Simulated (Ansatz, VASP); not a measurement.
**Be3CdSe4 in VASP and in Ansatz**

```xyz
8
Lattice="0.0000 5.8356 3.6016 3.6013 0.0000 3.6016 3.6013 5.8356 0.0000" Properties=species:S:1:pos:R:3 pbc="T T T"
Be    3.6013    8.2883    3.6016
Be    3.6013    3.3829    3.6016
Be    3.6013    5.8356    3.6016
Cd    0.0000    0.0000    0.0000
Se    1.8006    2.9178    1.8008
Se    5.4019    8.7534    5.4024
Se    1.8006    0.0000    1.8008
Se    1.8006    5.8356    1.8008
```

Alike in both runs: functional PBE; k mesh 3 × 3 × 3; occupations gaussian, width 0.15 eV; no spin polarisation.

Ansatz relaxed the structure, and its values are those at the end. VASP's run is a single point on that final structure, the one shown.

```csv
,VASP,Ansatz
version,VASP 6.6.1,Ansatz 0.2.0
potentials or method,"VASP PAW PBE potentials, release 64 (Be, Cd, Se), cutoff 600 eV","scalar-relativistic, plane waves, PAW"
valence electrons in the cell,42,90
```

```csv
,VASP,Ansatz,Ansatz less VASP
gap on the k mesh at the Fermi level (eV),none,none,-
pressure (GPa),0.3,0.1,-0.22
```

A gap of «none» marks a metal or a gap that the smearing closes. VASP's potentials hold 42 valence electrons a cell and Ansatz's 90, so a difference there can come from the potentials and not from the codes.

The k mesh is coarse, so the values compare programs but aren't converged.
